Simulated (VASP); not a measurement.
# Be16H (a cell with a defect) in VASP: a series of runs

Runs on Be16H (a cell with a defect). Level: PBE. Tasks: single point.

Program: VASP 6.6.1. These are calculated values, not measurements. Logs are shortened: lines on timing, memory, paths and dates and some standing lists are left out, and cuts for length are marked.

### 1 The cell of the first run

The cell holds a defect, 17 atoms: a = 4.580 Å, b = 3.966 Å, c = 7.177 Å, α = 90.00°, β = 90.00°, γ = 90.00°.

### 2 Single point, PBE

Contents of INCAR:

```
SYSTEM = Be16H
ALGO = Normal
EDIFF = 1E-7
ENCUT = 520
GGA = PE
ISIF = 2
ISMEAR = 0
LASPH = .TRUE.
LCHARG = .FALSE.
LREAL = Auto
LWAVE = .FALSE.
NBANDS = 30
NELM = 60
PREC = Accurate
SIGMA = 0.05
```

Contents of KPOINTS:

```
k-points
0
G
  4 4 3
  0 0 0
```

Contents of POSCAR:

```
Be16H
1.0
   -2.2900000000     -3.9663960000      0.0000000000
    3.4350000000     -1.9831980000      0.0000000000
    0.0000000000      0.0000000000      7.1768600000
Be H
16 1
Direct
    0.7502325003      0.4969517979     -0.0014445036
    0.5152874096      0.3373849106      0.2453056072
    0.7503061338      0.4957234487      0.5022167076
    0.5005868064      0.3330194430      0.7495977349
    0.5024225267     -0.0026213723     -0.0023344471
    0.2502428722      0.8286629337      0.2476177604
    0.5067569028     -0.0075224724      0.5064721898
    0.2503307110      0.8370315366      0.7529184072
    0.2502459544      0.5017852214     -0.0049495183
   -0.0148365378      0.3373770971      0.2453042138
    0.2502828726      0.5107664566      0.5054433276
    0.0001085520      0.3330365601      0.7496106933
   -0.0019041787     -0.0026100638     -0.0022462470
    0.7502377437      0.8268816399      0.2513929490
   -0.0061685651     -0.0075368309      0.5064165944
    0.7503313119      0.8256386330      0.7537560995
    0.2501994579      0.1841056066      0.3132279298
```

Potentials or basis: VASP PAW PBE potentials, release 64 (Be, H).

Run with:

```
cat potpaw_PBE.64/Be/POTCAR potpaw_PBE.64/H/POTCAR > POTCAR
mpirun -np 1 vasp_std > vasp.out
```

OUTCAR:

```text
SYSTEM = Be16H
   EDIFF = 1E-7
   ENCUT = 520
   GGA = PE
   ISIF = 2
   ISMEAR = 0
   LASPH = .TRUE.
   LREAL = Auto
   NELM = 60
   PREC = Accurate

 ion  position               nearest neighbor table
   1  0.750  0.497  0.999-  10 2.17   2 2.17  16 2.19   4 2.22  12 2.22  14 2.24   5 2.28  13 2.28
                             5 2.29  13 2.29   9 2.29   9 2.29
   2  0.515  0.337  0.245-  17 1.44  10 2.15   1 2.17  14 2.22   3 2.23   5 2.23   9 2.26  14 2.29
                             6 2.30   7 2.32  11 2.33   6 2.35
   3  0.750  0.496  0.502-   4 2.21  12 2.21  10 2.23   2 2.23  14 2.23  16 2.23  15 2.26   7 2.26
                            15 2.29   7 2.29  11 2.29  11 2.29
   4  0.501  0.333  0.750-   9 2.21   7 2.21   3 2.21  11 2.21   1 2.22   5 2.22  16 2.26   8 2.28
                            12 2.29  12 2.29   8 2.30  16 2.32
   5  0.502  0.997  0.998-  16 2.19   8 2.20   4 2.22   2 2.23   6 2.24  14 2.25  13 2.27   9 2.28
                             1 2.28   1 2.29  13 2.31   9 2.31
   6  0.250  0.829  0.248-  17 1.49   9 2.23  13 2.24   5 2.24  11 2.24  14 2.29  14 2.29  15 2.29
                             7 2.29   2 2.30  10 2.30   2 2.35  10 2.35
   7  0.507  0.992  0.506-  16 2.20   4 2.21   8 2.21  15 2.23  14 2.24  11 2.24   3 2.26   3 2.29
                             6 2.29   2 2.32  15 2.35  11 2.37
   8  0.250  0.837  0.753-   9 2.19   5 2.20  13 2.20  11 2.20   7 2.21  15 2.21  12 2.28   4 2.28
                            16 2.29  16 2.29  12 2.30   4 2.30
   9  0.250  0.502  0.995-   8 2.19  12 2.21   4 2.21   6 2.23   2 2.26  10 2.26  13 2.28   5 2.28
                             1 2.29   1 2.29  13 2.31   5 2.31
  10  0.985  0.337  0.245-  17 1.44   2 2.15   1 2.17  14 2.22   3 2.23  13 2.23   9 2.26  14 2.29
                             6 2.30  15 2.32  11 2.33   6 2.35
  11  0.250  0.511  0.505-   8 2.20  12 2.21   4 2.21   6 2.24  15 2.24   7 2.24   3 2.29   3 2.29
                             2 2.33  10 2.33  15 2.37   7 2.37
  12  0.000  0.333  0.750-   9 2.21  15 2.21   3 2.21  11 2.21   1 2.22  13 2.22  16 2.26   8 2.28
                             4 2.29   4 2.29   8 2.30  16 2.32
  13  0.998  0.997  0.998-  16 2.20   8 2.20  12 2.22  10 2.23   6 2.24  14 2.25   5 2.27   9 2.28
                             1 2.28   1 2.29   5 2.31   9 2.31
  14  0.750  0.827  0.251-  10 2.22   2 2.22   3 2.23   1 2.24  15 2.24   7 2.24  13 2.25   5 2.25
                             6 2.29   6 2.29  10 2.29   2 2.29
  15  0.994  0.992  0.506-  16 2.20  12 2.21   8 2.21   7 2.23  14 2.24  11 2.24   3 2.26   3 2.29
                             6 2.29  10 2.32   7 2.35  11 2.37
  16  0.750  0.826  0.754-   1 2.19   5 2.19  13 2.20   7 2.20  15 2.20   3 2.23   4 2.26  12 2.26
                             8 2.29   8 2.29   4 2.32  12 2.32
  17  0.250  0.184  0.313-  10 1.44   2 1.44   6 1.49

  LATTYP: Found a simple orthorhombic cell.
 ALAT       =     3.9663962620
 B/A-ratio  =     1.1547004875
 C/A-ratio  =     1.8094157835

  Lattice vectors:

 A1 = (  -3.4350000000,   1.9831980000,   0.0000000000)
 A2 = (  -2.2900000000,  -3.9663960000,   0.0000000000)
 A3 = (   0.0000000000,   0.0000000000,   7.1768600000)

Analysis of symmetry for initial positions (statically):
=====================================================================
 Subroutine PRICEL returns:
 Original cell was already a primitive cell.

 Routine SETGRP: Setting up the symmetry group for a
 simple orthorhombic supercell.

 Subroutine GETGRP returns: Found  1 space group operations
 (whereof  1 operations were pure point group operations)
 out of a pool of  8 trial point group operations.

The static configuration has the point symmetry C_1 .

Analysis of symmetry for dynamics (positions and initial velocities):
=====================================================================
 Subroutine PRICEL returns:
 Original cell was already a primitive cell.

 Routine SETGRP: Setting up the symmetry group for a
 simple orthorhombic supercell.

 Subroutine GETGRP returns: Found  1 space group operations
 (whereof  1 operations were pure point group operations)
 out of a pool of  8 trial point group operations.

The dynamic configuration has the point symmetry C_1 .

 Subroutine INISYM returns: Found  1 space group operations
 (whereof  1 operations are pure point group operations),
 and found     1 'primitive' translations

----------------------------------------------------------------------------------------

                                     Primitive cell

  volume of cell :     130.3755

  direct lattice vectors                    reciprocal lattice vectors
    -2.290000000 -3.966396000  0.000000000    -0.109170306 -0.189088533  0.000000000
     3.435000000 -1.983198000  0.000000000     0.218340611 -0.126059022  0.000000000
     0.000000000  0.000000000  7.176860000     0.000000000  0.000000000  0.139336702

  length of vectors
[... 55 lines left out ...]

  Length of vectors
     0.054585156  0.063029507  0.046445567

  Shift w.r.t. Gamma in fractional coordinates (k-lattice)
     0.000000000  0.000000000  0.000000000

 Subroutine IBZKPT returns following result:
 ===========================================

 Found     26 irreducible k-points:

 Following reciprocal coordinates:
            Coordinates               Weight
  0.000000  0.000000  0.000000      1.000000
  0.250000  0.000000  0.000000      2.000000
  0.500000  0.000000  0.000000      1.000000
  0.000000  0.250000  0.000000      2.000000
  0.250000  0.250000  0.000000      2.000000
 -0.250000  0.250000  0.000000      2.000000
[... 16 lines left out ...]
  0.000000  0.500000  0.333333      2.000000
  0.250000  0.500000  0.333333      2.000000
 [... further k-points ...]
   k-points           NKPTS =     26   k-points in BZ     NKDIM =     26   number of bands    NBANDS=     30
   number of dos      NEDOS =    301   number of ions     NIONS =     17
   total plane-waves  NPLWV =  58320
   dimension x,y,z NGX =    36 NGY =   30 NGZ =   54
   dimension x,y,z NGXF=    72 NGYF=   60 NGZF=  108
   ions per type =              16   1
   NGX,Y,Z   is equivalent  to a cutoff of  13.07, 12.57, 12.51 a.u.
   NGXF,Y,Z  is equivalent  to a cutoff of  26.13, 25.15, 25.02 a.u.
 SYSTEM =  Be16H
   PREC   = accura    normal or accurate (medium, high low for compatibility)
   ISTART =      0    job   : 0-new  1-cont  2-samecut
   ICHARG =      2    charge: 1-file 2-atom 10-const
   ISPIN  =      1    spin polarized calculation?
   LNONCOLLINEAR =      F non collinear calculations
   LSORBIT =      F    spin-orbit coupling
   LASPH  =      T    aspherical Exc in radial PAW
   ENCUT  =  520.0 eV  38.22 Ry    6.18 a.u.   8.52  7.37 13.34*2*pi/ulx,y,z
   NELM   =     60;   NELMIN=  2; NELMDL= -5     # of ELM steps
   EDIFF  = 0.1E-06   stopping-criterion for ELM
   LREAL  =      T    real-space projection
   EDIFFG = 0.1E-05   stopping-criterion for IOM
   NSW    =      0    number of steps for IOM
   IBRION =     -1    ionic relax: 0-MD 1-quasi-New 2-CG
   NFREE  =      0    steps in history (QN), initial steepest desc. (CG)
   ISIF   =      2    stress and relaxation
   ISYM   =      2    0-nonsym 1-usesym 2-fastsym
   POTIM  = 0.5000    time-step for ionic-motion
   TEBEG  =    0.0;   TEEND  =   0.0 temperature during run
   PSTRESS=    0.0 pullay stress
   NELECT =      33.0000    total number of electrons
   NUPDOWN=      -1.0000    fix difference up-down
   EMIN   =  10.00;   EMAX   =-10.00  energy-range for DOS
   EFERMI =   0.00;   METHOD = LEGACY
   ISMEAR =     0;   SIGMA  =   0.05  broadening in eV -4-tet -1-fermi 0-gaus
   EFERMI_NEDOS =   21; number of points for ismear=-14 and -15
   IALGO  =     38    algorithm
   IMIX   =      4    mixing-type and parameters
     AMIX     =   0.40;   BMIX     =  1.00
     AMIX_MAG =   1.60;   BMIX_MAG =  1.00
  volume/ion in A,a.u.               =       7.67        51.75
  Fermi-wavevector in a.u.,A,eV,Ry     =   1.035573  1.956950 14.591049  1.072412
  Thomas-Fermi vector in A             =   2.169923
   LORBIT       =      0    0 simple, 1 ext, 2 COOP (PROOUT), +10 PAW based schemes
   GGA     = PE    functional components
   LHFCALC =     F    Hartree Fock is set to
   AEXX    =    0.0000 exact exchange contribution
   IVDW    =     0    specifies the selected vdW correction
   LEPSILON=     F    determine dielectric tensor
   LRPA    =     F    only Hartree local field effects (RPA)
 non-spin polarized calculation
 Gauss-broadening in eV      SIGMA  =   0.05
  energy-cutoff  :      520.00
  volume of cell :      130.38
 maximum number of plane-waves:      3529
 NGX is ok and might be reduce to    36
   NGX = 17   NGY = 15   NGZ = 27

 number of electron      33.0000000 magnetization

 Free energy of the ion-electron system (eV)
  ---------------------------------------------------
  ext. energy  EPLUGINS =         0.00000000
  ---------------------------------------------------
  free energy    TOTEN  =       -61.51766866 eV

  energy without entropy =      -61.51409888  energy(sigma->0) =      -61.51588377

 E-fermi :   7.4690     XC(G=0): -10.5818

 val. band max:        7.4633578664   @ k =   0.5000   0.5000   0.0000
 cond. band min:       7.4801707122   @ k =   0.0000   0.0000   0.3333
 fundamental gap:      0.0168128457
 Fermi energy:         7.4690399045

 k-point     1 :       0.0000    0.0000    0.0000
  band No.  band energies     occupation
      1      -5.0711      2.00000
      2      -2.9683      2.00000
      3      -2.1888      2.00000
      4      -0.2594      2.00000
      5       0.9690      2.00000
      6       1.5374      2.00000
[... 733 lines left out ...]
     27      13.2067      0.00000
     28      13.4082      0.00000

 [... further k-points ...]

 [bands above 28 left out]

------------------------ aborting loop because EDIFF is reached ----------------------------------------

  FORCE on cell =-STRESS in cart. coord.  units (eV):
  Direction    XX          YY          ZZ          XY          YZ          ZX
  --------------------------------------------------------------------------------------
  -------------------------------------------------------------------------------------
  Total        0.2158658     -0.0941989      2.1146417     -0.2721336      0.0479049     -0.0856328
  in kB        2.6527624     -1.1576056     25.9867130     -3.3442350      0.5887000     -1.0523365
  external PRESSURE =       9.1606233 kB  Pullay stress =       0.0000000 kB

 VOLUME and BASIS-vectors are now :
 -----------------------------------------------------------------------------
  energy-cutoff  :      520.00
  volume of cell :      130.38
      direct lattice vectors                 reciprocal lattice vectors
    -2.290000000 -3.966396000  0.000000000    -0.109170306 -0.189088533  0.000000000
     3.435000000 -1.983198000  0.000000000     0.218340611 -0.126059022  0.000000000
     0.000000000  0.000000000  7.176860000     0.000000000  0.000000000  0.139336702

 POSITION                                       TOTAL-FORCE (eV/Angst)
 -----------------------------------------------------------------------------------
     -0.01100     -3.96127      7.16649         0.014880     -0.010017     -0.045000
     -0.02109     -2.71294      1.76052        -0.000821      0.033785     -0.103748
     -0.01539     -3.95913      3.60434         0.008524     -0.003870     -0.040243
     -0.00242     -2.64597      5.37976        -0.002182     -0.003467     -0.049282
      2.27545     -3.97081      7.16011         0.014748      0.002082     -0.008346
      2.27340     -2.63597      1.77712         0.014981     -0.009917     -0.079206
[... 9 lines left out ...]
      1.11781     -4.61352      5.40960        -0.002342      0.001654     -0.003374
      0.05945     -1.35751      2.24799         0.018019     -0.011819      0.699817
 -----------------------------------------------------------------------------------
    total drift:                               -0.001076      0.000353     -0.000084

  FREE ENERGIE OF THE ION-ELECTRON SYSTEM (eV)
  ---------------------------------------------------
  free  energy   TOTEN  =       -61.5176686569 eV

  energy  without entropy=      -61.5140988757  energy(sigma->0) =      -61.51588377
```

Run time: 4.9 min. Hardware: 1 thread of Intel Xeon 8259CL, shared host; peak memory 0.26 GiB.

What came out:

| Item | Value |
| --- | --- |
| Free energy | -61.5177 eV |
| Pressure | 0.9 GPa |
| Largest force | 0.700 eV/Å |
| Band gap on the k mesh | zero (an odd number of electrons rules out a gap without spin polarisation) |

Forces in eV/Å, atoms in the order of the input:
```
Be   0.015 -0.010 -0.045
Be  -0.001  0.034 -0.104
Be   0.009 -0.004 -0.040
Be  -0.002 -0.003 -0.049
Be   0.015  0.002 -0.008
Be   0.015 -0.010 -0.079
Be  -0.027 -0.011 -0.037
Be   0.012 -0.005 -0.014
Be  -0.038  0.021 -0.032
Be  -0.029 -0.018 -0.104
Be   0.013 -0.008 -0.056
Be   0.002  0.007 -0.050
Be   0.005 -0.014 -0.015
Be   0.000  0.000 -0.032
Be  -0.004  0.029 -0.032
Be  -0.002  0.002 -0.003
H    0.018 -0.012  0.700
```

Stress tensor (GPa, compression positive):
```
 0.27 -0.33 -0.11
-0.33 -0.12  0.06
-0.11  0.06  2.60
```

Levels at points of the mesh, in eV from the Fermi level:
| k point | band 12 | band 13 | band 14 | band 15 | band 16 | band 17 | band 18 | band 19 | band 20 | band 21 |
| --- | --- | --- | --- | --- | --- | --- | --- | --- | --- | --- |
| (0.00, 0.00, 0.00) | -4.29 | -4.17 | -3.76 | -0.78 | 0.04 | 0.25 | 0.59 | 0.74 | 0.97 | 1.01 |
| (0.50, 0.00, 0.00) | -2.73 | -2.66 | -2.55 | -2.49 | -2.44 | -0.95 | 0.08 | 0.31 | 0.38 | 0.44 |
| (0.00, 0.50, 0.00) | -4.13 | -3.79 | -3.77 | -2.78 | -2.70 | -0.25 | 0.61 | 0.63 | 0.69 | 0.81 |
| (0.50, 0.50, 0.00) | -6.53 | -1.45 | -1.10 | -1.00 | -0.96 | -0.01 | 0.29 | 0.44 | 0.55 | 3.57 |

Caveat: the k points lie up to 0.40 Å⁻¹ apart, too coarse for converged energies and pressures of a metal.

(Part 1 of 2 ends here.)
